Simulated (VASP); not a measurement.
# YI (P-3m1) in VASP: notebook

Runs on YI. Level: LDA. Tasks: single point.

Everything below comes from runs of VASP 6.6.1. Logs are shortened: lines on timing, memory, paths and dates and some standing lists are left out, and cuts for length are marked.

**1. The cell of the first run**

It takes space group P-3m1 (No. 164, trigonal). The conventional cell has a = 3.875 Å, b = 3.875 Å, c = 10.853 Å, α = 90.00°, β = 90.00°, γ = 120.00°. Y (site symmetry 3m) has 3 I at 3.07 Å and 9 Y at 3.55 to 3.88 Å within 4.0 Å. Within 4.0 Å of I (site symmetry 3m) lie 3 Y at 3.07 Å and 6 I at 3.88 Å.

**2. Single point, LDA, collinear spin (35.29 Å³/atom)**

INCAR reads:

```
SYSTEM = YI
ALGO = Normal
EDIFF = 1E-7
ENCUT = 520
GGA = CA
ISIF = 2
ISMEAR = -1
ISPIN = 2
LASPH = .TRUE.
LCHARG = .FALSE.
LMAXMIX = 4
LORBIT = 11
LREAL = .FALSE.
LWAVE = .FALSE.
MAGMOM = 0.6 0.6 0 0
NBANDS = 30
NELM = 150
PREC = Accurate
SIGMA = 0.05
```

KPOINTS reads:

```
k-points
0
G
  7 7 3
  0 0 0
```

POSCAR reads:

```
YI
1.0
    3.8752167608      0.0000000000      0.0000000000
   -1.9376083804      3.3560361600      0.0000000000
    0.0000000000      0.0000000000     10.8533007814
Y I
2 2
Direct
    0.6666666667      0.3333333333      0.6267270000
    0.3333333333      0.6666666667      0.3732730000
    0.3333333333      0.6666666667      0.8199750000
    0.6666666667      0.3333333333      0.1800250000
```

Potentials or basis: VASP PAW LDA potentials, release 64 (Y_sv, I).

Launch:

```
$ cat potpaw_LDA.64/Y_sv/POTCAR potpaw_LDA.64/I/POTCAR > POTCAR
$ mpirun -np 1 vasp_std > vasp.out
```

OUTCAR:

```text
SYSTEM = YI
   EDIFF = 1E-7
   ENCUT = 520
   GGA = CA
   ISIF = 2
   ISMEAR = -1
   ISPIN = 2
   LASPH = .TRUE.
   LORBIT = 11
   LREAL = .FALSE.
   NELM = 150
   PREC = Accurate

 ion  position               nearest neighbor table
   1  0.667  0.333  0.627-   3 3.07   3 3.07   3 3.07   2 3.55   2 3.55   2 3.55
   2  0.333  0.667  0.373-   4 3.07   4 3.07   4 3.07   1 3.55   1 3.55   1 3.55
   3  0.333  0.667  0.820-   1 3.07   1 3.07   1 3.07
   4  0.667  0.333  0.180-   2 3.07   2 3.07   2 3.07

  LATTYP: Found a hexagonal cell.
 ALAT       =     3.8752167608
 C/A-ratio  =     2.8006951485

  Lattice vectors:

 A1 = (   3.8752167608,   0.0000000000,   0.0000000000)
 A2 = (  -1.9376083804,   3.3560361600,   0.0000000000)
 A3 = (   0.0000000000,   0.0000000000,  10.8533007814)

Analysis of symmetry for initial positions (statically):
=====================================================================
 Subroutine PRICEL returns:
 Original cell was already a primitive cell.

 Routine SETGRP: Setting up the symmetry group for a
 hexagonal supercell.

 Subroutine GETGRP returns: Found 12 space group operations
 (whereof 12 operations were pure point group operations)
 out of a pool of 24 trial point group operations.

The static configuration has the point symmetry D_3d.

Analysis of symmetry for dynamics (positions and initial velocities):
=====================================================================
 Subroutine PRICEL returns:
 Original cell was already a primitive cell.

 Routine SETGRP: Setting up the symmetry group for a
 hexagonal supercell.

 Subroutine GETGRP returns: Found 12 space group operations
 (whereof 12 operations were pure point group operations)
 out of a pool of 24 trial point group operations.

The dynamic configuration has the point symmetry D_3d.

Analysis of structural, dynamic, and magnetic symmetry:
=====================================================================
 Subroutine PRICEL returns:
 Original cell was already a primitive cell.

 Routine SETGRP: Setting up the symmetry group for a
 hexagonal supercell.

 Subroutine GETGRP returns: Found 12 space group operations
 (whereof 12 operations were pure point group operations)
 out of a pool of 24 trial point group operations.

The overall configuration has the point symmetry D_3d.

 Subroutine INISYM returns: Found 12 space group operations
 (whereof 12 operations are pure point group operations),
 and found     1 'primitive' translations

----------------------------------------------------------------------------------------

                                     Primitive cell

  volume of cell :     141.1512

  direct lattice vectors                    reciprocal lattice vectors
     3.875216761  0.000000000  0.000000000     0.258050081  0.148985284  0.000000000
    -1.937608380  3.356036160  0.000000000     0.000000000  0.297970568  0.000000000
     0.000000000  0.000000000 10.853300781     0.000000000  0.000000000  0.092137868

  length of vectors
     3.875216761  3.875216761 10.853300781     0.297970568  0.297970568  0.092137868

  position of ions in fractional coordinates (direct lattice)
     0.666666667  0.333333333  0.626727000
     0.333333333  0.666666667  0.373273000
     0.333333333  0.666666667  0.819975000
     0.666666667  0.333333333  0.180025000

  ion indices of the primitive-cell ions
   primitive index   ion index
                 1           1
                 2           2
                 3           3
                 4           4

----------------------------------------------------------------------------------------

 KPOINTS: k-points

Automatic generation of k-mesh.
 Grid dimensions read from file:
 generate k-points for:    7    7    3

 Generating k-lattice:

  Cartesian coordinates                     Fractional coordinates (reciprocal lattice)
     0.036864297  0.021283612  0.000000000     0.142857143  0.000000000  0.000000000
     0.000000000  0.042567224  0.000000000     0.000000000  0.142857143  0.000000000
     0.000000000  0.000000000  0.030712623     0.000000000  0.000000000  0.333333333

  Length of vectors
     0.042567224  0.042567224  0.030712623

  Shift w.r.t. Gamma in fractional coordinates (k-lattice)
     0.000000000  0.000000000  0.000000000

 Subroutine IBZKPT returns following result:
 ===========================================

 Found     20 irreducible k-points:

 Following reciprocal coordinates:
            Coordinates               Weight
  0.000000  0.000000  0.000000      1.000000
  0.142857  0.000000  0.000000      6.000000
  0.285714  0.000000  0.000000      6.000000
  0.428571 -0.000000  0.000000      6.000000
  0.142857  0.142857  0.000000      6.000000
  0.285714  0.142857  0.000000     12.000000
[... 12 lines left out ...]
  0.428571  0.142857  0.333333     12.000000
  0.285714  0.285714  0.333333     12.000000
   k-points           NKPTS =     20   k-points in BZ     NKDIM =     20   number of bands    NBANDS=     30
   number of dos      NEDOS =    301   number of ions     NIONS =      4
   total plane-waves  NPLWV =  75600
   dimension x,y,z NGX =    30 NGY =   30 NGZ =   84
   dimension x,y,z NGXF=    60 NGYF=   60 NGZF=  168
   ions per type =               2   2
   NGX,Y,Z   is equivalent  to a cutoff of  12.87, 12.87, 12.87 a.u.
   NGXF,Y,Z  is equivalent  to a cutoff of  25.74, 25.74, 25.73 a.u.
 SYSTEM =  YI
   PREC   = accura    normal or accurate (medium, high low for compatibility)
   ISTART =      0    job   : 0-new  1-cont  2-samecut
   ICHARG =      2    charge: 1-file 2-atom 10-const
   ISPIN  =      2    spin polarized calculation?
   LNONCOLLINEAR =      F non collinear calculations
   LSORBIT =      F    spin-orbit coupling
   LASPH  =      T    aspherical Exc in radial PAW
   ENCUT  =  520.0 eV  38.22 Ry    6.18 a.u.   7.21  7.21 20.18*2*pi/ulx,y,z
   NELM   =    150;   NELMIN=  2; NELMDL= -5     # of ELM steps
   EDIFF  = 0.1E-06   stopping-criterion for ELM
   LREAL  =      F    real-space projection
   EDIFFG = 0.1E-05   stopping-criterion for IOM
   NSW    =      0    number of steps for IOM
   IBRION =     -1    ionic relax: 0-MD 1-quasi-New 2-CG
   NFREE  =      0    steps in history (QN), initial steepest desc. (CG)
   ISIF   =      2    stress and relaxation
   ISYM   =      2    0-nonsym 1-usesym 2-fastsym
   POTIM  = 0.5000    time-step for ionic-motion
   TEBEG  =    0.0;   TEEND  =   0.0 temperature during run
   PSTRESS=    0.0 pullay stress
   NELECT =      36.0000    total number of electrons
   NUPDOWN=      -1.0000    fix difference up-down
   EMIN   =  10.00;   EMAX   =-10.00  energy-range for DOS
   EFERMI =   0.00;   METHOD = LEGACY
   ISMEAR =    -1;   SIGMA  =   0.05  broadening in eV -4-tet -1-fermi 0-gaus
   EFERMI_NEDOS =   21; number of points for ismear=-14 and -15
   IALGO  =     38    algorithm
   IMIX   =      4    mixing-type and parameters
     AMIX     =   0.40;   BMIX     =  1.00
     AMIX_MAG =   1.60;   BMIX_MAG =  1.00
  volume/ion in A,a.u.               =      35.29       238.13
  Fermi-wavevector in a.u.,A,eV,Ry     =   1.038200  1.961913 14.665153  1.077858
  Thomas-Fermi vector in A             =   2.172673
   LORBIT       =     11    0 simple, 1 ext, 2 COOP (PROOUT), +10 PAW based schemes
   GGA     = CA    functional components
   LHFCALC =     F    Hartree Fock is set to
   AEXX    =    0.0000 exact exchange contribution
   IVDW    =     0    specifies the selected vdW correction
   LEPSILON=     F    determine dielectric tensor
   LRPA    =     F    only Hartree local field effects (RPA)
 spin polarized calculation
  energy-cutoff  :      520.00
  volume of cell :      141.15
 maximum number of plane-waves:      3816
 NGX is ok and might be reduce to    30
   NGX = 15   NGY = 15   NGZ = 41

 number of electron      35.9999997 magnetization       0.7042439

 Free energy of the ion-electron system (eV)
  ---------------------------------------------------
  ext. energy  EPLUGINS =         0.00000000
  ---------------------------------------------------
  free energy    TOTEN  =       -21.41540496 eV

  energy without entropy =      -21.37409815  energy(sigma->0) =      -21.39475155

 E-fermi :   4.0022     XC(G=0):  -9.1343

 val. band max:        3.9820251653   @ k =   0.4286   0.1429   0.3333
 cond. band min:       4.0119419505   @ k =   0.2857   0.1429   0.3333
 fundamental gap:      0.0299167852
 Fermi energy:         4.0022240966

 spin component 1

 k-point     1 :       0.0000    0.0000    0.0000
  band No.  band energies     occupation
      1     -38.7273      1.00000
      2     -38.6904      1.00000
      3     -19.0009      1.00000
      4     -18.7706      1.00000
      5     -18.7706      1.00000
      6     -18.7321      1.00000
[... 649 lines left out ...]
     29       9.4121      0.00000
     30      10.2210      0.00000
 Fermi energy:         4.0022240966

 spin component 2

 k-point     1 :       0.0000    0.0000    0.0000
  band No.  band energies     occupation
      1     -38.6460      1.00000
      2     -38.6099      1.00000
      3     -18.8876      1.00000
      4     -18.6777      1.00000
      5     -18.6777      1.00000
      6     -18.6260      1.00000
[... 649 lines left out ...]
     29       9.5124      0.00000
     30      10.3401      0.00000

------------------------ aborting loop because EDIFF is reached ----------------------------------------

  FORCE on cell =-STRESS in cart. coord.  units (eV):
  Direction    XX          YY          ZZ          XY          YZ          ZX
  --------------------------------------------------------------------------------------
  -------------------------------------------------------------------------------------
  Total       -1.1401310     -1.1401310     -0.5778569      0.0000000      0.0000000     -0.0000000
  in kB      -12.9413880    -12.9413880     -6.5591325      0.0000000      0.0000000     -0.0000000
  external PRESSURE =     -10.8139695 kB  Pullay stress =       0.0000000 kB

 VOLUME and BASIS-vectors are now :
 -----------------------------------------------------------------------------
  energy-cutoff  :      520.00
  volume of cell :      141.15
      direct lattice vectors                 reciprocal lattice vectors
     3.875216761  0.000000000  0.000000000     0.258050081  0.148985284  0.000000000
    -1.937608380  3.356036160  0.000000000     0.000000000  0.297970568  0.000000000
     0.000000000  0.000000000 10.853300781     0.000000000  0.000000000  0.092137868

 POSITION                                       TOTAL-FORCE (eV/Angst)
 -----------------------------------------------------------------------------------
      1.93761      1.11868      6.80206         0.000000     -0.000000      0.146210
     -0.00000      2.23736      4.05124        -0.000000      0.000000     -0.146210
     -0.00000      2.23736      8.89944        -0.000000     -0.000000     -0.002550
      1.93761      1.11868      1.95387         0.000000      0.000000      0.002550
 -----------------------------------------------------------------------------------
    total drift:                               -0.000000      0.000000      0.000000

  FREE ENERGIE OF THE ION-ELECTRON SYSTEM (eV)
  ---------------------------------------------------
  free  energy   TOTEN  =       -21.4154049574 eV

  energy  without entropy=      -21.3740981479  energy(sigma->0) =      -21.39475155

 total charge

# of ion       s       p       d       f       tot
--------------------------------------------------
    1        2.220   6.283   0.935   0.021   9.459
    2        2.220   6.283   0.935   0.021   9.459
    3        1.513   2.804   0.026   0.000   4.344
    4        1.513   2.804   0.026   0.000   4.344
--------------------------------------------------
tot          7.466  18.175   1.922   0.042  27.606

 magnetization (x)

# of ion       s       p       d       f       tot
--------------------------------------------------
    1        0.007   0.031   0.166   0.001   0.206
    2        0.007   0.031   0.166   0.001   0.206
    3       -0.000   0.005   0.002   0.000   0.007
    4       -0.000   0.005   0.002   0.000   0.007
--------------------------------------------------
tot          0.015   0.072   0.336   0.003   0.426
```

Wall time 3.1 min (1 thread of AMD EPYC 7R43 (Zen 3), shared host); peak memory 0.28 GiB.

What came out:

```
Free energy                                           : -21.4154 eV
Pressure                                              : -1.1 GPa
Largest force                                         : 0.146 eV/Å
Net moment                                            : 0.70 μB per cell
Site moments                                          : Y +0.21; I +0.01 μB
Valence electrons inside the program's atomic spheres : Y 9.46; I 4.34
```

Forces on the atoms (eV/Å):
```
Y    0.000  0.000  0.146
Y    0.000  0.000 -0.146
I    0.000  0.000 -0.003
I    0.000  0.000  0.003
```

Caveat: a moment this small can come from the mesh or the smearing; spin-orbit coupling is left out, which moves the levels of the heavy elements.

**3. Single point, LDA, collinear spin**

This run uses another cell than the first one, of 37.54 Å³/atom.

INCAR reads:

```
  ALGO = Normal
  EDIFF = 1E-6
  ENCUT = 520
  ISIF = 2
  ISMEAR = -1
  ISPIN = 2
  LASPH = T
  LCHARG = F
  LMAXMIX = 4
  LORBIT = 11
  LREAL = F
  LWAVE = F
  MAGMOM = 0.6 0.6 0 0
  NBANDS = 30
  NELM = 150
  PREC = Accurate
  SIGMA = 0.05
```

KPOINTS reads:

```
k-points
0
Gamma
  7 7 3
```

POSCAR reads:

```
YI
1.0
    3.9559735753      0.0000000000      0.0000000000
   -1.9779867876      3.4259736129      0.0000000000
    0.0000000000      0.0000000000     11.0794760000
Y I
2 2
Direct
    0.6666666667      0.3333333333      0.6267270000
    0.3333333333      0.6666666667      0.3732730000
    0.3333333333      0.6666666667      0.8199750000
    0.6666666667      0.3333333333      0.1800250000
```

Potentials or basis: VASP PAW LDA potentials, release 64 (Y_sv, I).

Launch:

```
$ cat potpaw_LDA.64/Y_sv/POTCAR potpaw_LDA.64/I/POTCAR > POTCAR
$ mpirun -np 1 vasp_std > vasp.out
```

OUTCAR:

```text
EDIFF = 1E-6
   ENCUT = 520
   ISIF = 2
   ISMEAR = -1
   ISPIN = 2
   LASPH = T
   LORBIT = 11
   LREAL = F
   NELM = 150
   PREC = Accurate

 ion  position               nearest neighbor table
   1  0.667  0.333  0.627-   3 3.13   3 3.13   3 3.13   2 3.62   2 3.62   2 3.62
   2  0.333  0.667  0.373-   4 3.13   4 3.13   4 3.13   1 3.62   1 3.62   1 3.62
   3  0.333  0.667  0.820-   1 3.13   1 3.13   1 3.13
   4  0.667  0.333  0.180-   2 3.13   2 3.13   2 3.13

  LATTYP: Found a hexagonal cell.
 ALAT       =     3.9559735753
[... 1543 lines left out ...]
    -1.977986788  3.425973613  0.000000000     0.000000000  0.291887829  0.000000000
     0.000000000  0.000000000 11.079476000     0.000000000  0.000000000  0.090256976

 POSITION                                       TOTAL-FORCE (eV/Angst)
 -----------------------------------------------------------------------------------
      1.97799      1.14199      6.94381        -0.000000     -0.000000      0.257438
     -0.00000      2.28398      4.13567         0.000000      0.000000     -0.257438
     -0.00000      2.28398      9.08489        -0.000000      0.000000     -0.364216
      1.97799      1.14199      1.99458         0.000000     -0.000000      0.364216
 -----------------------------------------------------------------------------------
    total drift:                               -0.000000      0.000000      0.000000

  FREE ENERGIE OF THE ION-ELECTRON SYSTEM (eV)
  ---------------------------------------------------
  free  energy   TOTEN  =       -21.2945181444 eV

  energy  without entropy=      -21.2565710295  energy(sigma->0) =      -21.27554459

 total charge

# of ion       s       p       d       f       tot
--------------------------------------------------
    1        2.214   6.249   0.879   0.017   9.361
    2        2.214   6.249   0.879   0.017   9.361
    3        1.513   2.791   0.022   0.000   4.326
    4        1.513   2.791   0.022   0.000   4.326
--------------------------------------------------
tot          7.455  18.080   1.803   0.035  27.373

 magnetization (x)

# of ion       s       p       d       f       tot
--------------------------------------------------
    1        0.008   0.035   0.202   0.001   0.246
    2        0.008   0.035   0.202   0.001   0.246
    3       -0.000   0.005   0.002   0.000   0.007
    4       -0.000   0.005   0.002   0.000   0.007
--------------------------------------------------
tot          0.017   0.081   0.407   0.003   0.507
```

stdout:

```text
POSCAR found type information on POSCAR Y I
 POSCAR found :  2 types and       4 ions
 scaLAPACK will be used
 LDA part: xc-table for (Slater(with rela. corr.)+CA(PZ))
 , standard interpolation
 POSCAR, INCAR and KPOINTS ok, starting setup
 FFT: planning ... GRIDC
 FFT: planning ... GRID_SOFT
 FFT: planning ... GRID
 WAVECAR not read
 entering main loop
```

It took 3 min on 1 thread of AMD EPYC 7R43 (Zen 3), shared host; peak memory 0.28 GiB.

What came out:

- Free energy: -21.2945 eV
- Pressure: -3.1 GPa
- Largest force: 0.364 eV/Å
- Net moment: 0.87 μB per cell
- Site moments: Y +0.25; I +0.01 μB
- Valence electrons inside the program's atomic spheres: Y 9.36; I 4.33

Forces in eV/Å, atoms in the order of the input:
```
Y    0.000  0.000  0.257
Y    0.000  0.000 -0.257
I    0.000  0.000 -0.364
I    0.000  0.000  0.364
```

Stress tensor (GPa, compression positive):
```
-3.17  0.00  0.00
 0.00 -3.17  0.00
 0.00  0.00 -3.02
```

Caveat: the cell stands under tension; a moment this small can come from the mesh or the smearing; spin-orbit coupling is left out, which moves the levels of the heavy elements.

(Continued in part 2 of 2.)
